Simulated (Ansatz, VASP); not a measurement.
One calculation of Ru, two programs

```
CELL_PARAMETERS angstrom
-1.48458 1.48458 1.48458
1.48458 -1.48458 1.48458
1.48458 1.48458 -1.48458
ATOMIC_POSITIONS crystal
Ru 0.00000 0.00000 0.00000
```

Alike in both runs: task relaxation of cell and atoms; functional LDA; k mesh 20 × 20 × 20; occupations fermi-dirac, width 0.1 eV; no spin polarisation.

|  | VASP | Ansatz |
| --- | --- | --- |
| version | VASP 6.6.1 | Ansatz 0.2.0 |
| potentials or method | VASP PAW LDA potentials, release 64 (Ru_pv) | PAW with Ansatz's default frozen-core files, scalar-relativistic |
| plane-wave cutoff (eV) | 600 | 420 |
| valence electrons in the cell | 14 | 16 |

|  | VASP | Ansatz | Ansatz less VASP |
| --- | --- | --- | --- |
| relaxed volume (Å³/atom) | 13.55 | 13.51 | -0.035 |
| relaxed length of the cell vector where the two differ most in proportion (Å) | 2.601 | 2.599 | -0.0022 |

LDA's correlation is that of Perdew and Zunger in VASP and of Perdew and Wang (1992) in Ansatz. VASP's potentials hold 14 valence electrons a cell and Ansatz's 16, so a difference there can come from the potentials and not from the codes.
